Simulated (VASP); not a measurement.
Input of a VASP 6.6.1 run:

File POSCAR:

```
InP
1.0
    0.0000000000      2.7688340000      2.7688340000
    2.7688340000      0.0000000000      2.7688340000
    2.7688340000      2.7688340000      0.0000000000
In P
1 1
Direct
    0.0000000000      0.0000000000      0.0000000000
    0.5000000000      0.5000000000      0.5000000000
```

File INCAR.step1:

```
SYSTEM = InP
PREC = Accurate
ENCUT = 600
EDIFF = 1E-5
ISMEAR = -1
SIGMA = 0.05
LREAL = .FALSE.
LASPH = .TRUE.
NELM = 100
ALGO = Normal
LWAVE = .TRUE.
LCHARG = .FALSE.
GGA = PE
NBANDS = 16
```

File INCAR.step2:

```
SYSTEM = InP
PREC = Accurate
ENCUT = 600
EDIFF = 1E-6
ISMEAR = -1
SIGMA = 0.05
LREAL = .FALSE.
LASPH = .TRUE.
NELM = 100
ALGO = Normal
ISIF = 3
LWAVE = .FALSE.
LCHARG = .FALSE.
GGA = B3
LHFCALC = .TRUE.
AEXX = 0.2
AGGAX = 0.72
AGGAC = 0.81
ALDAC = 0.19
PRECFOCK = Normal
IBRION = 2
NSW = 60
EDIFFG = -0.01
ISTART = 1
```

File KPOINTS:

```
regular mesh
0
G
  4 4 4
  0 0 0
```

Potentials or basis: VASP PAW PBE potentials, release 64 (In_d, P).

Launch:

```bash
$ cat potpaw_PBE.64/In_d/POTCAR potpaw_PBE.64/P/POTCAR > POTCAR
$ cp INCAR.step1 INCAR
$ mpirun -np 1 vasp_std > vasp.out
$ cp INCAR.step2 INCAR
$ mpirun -np 1 vasp_std > vasp.out
```

Q: Estimate the space group after relaxing (to 0.05 Å).

A: Fm-3m (No. 225).

Q: What does it give for the relaxed cell?

A: a = 3.950 Å, b = 3.950 Å, c = 3.950 Å, α = 60.00°, β = 60.00°, γ = 60.00°.

Final structure:
```
In P
1.0
     0.00000    2.79334    2.79334
     2.79334    0.00000    2.79334
     2.79334    2.79334    0.00000
In P
1 1
Direct
  0.00000 0.00000 0.00000
  0.50000 0.50000 0.50000
```

Caveat: the k points lie up to 0.49 Å⁻¹ apart in the final cell.
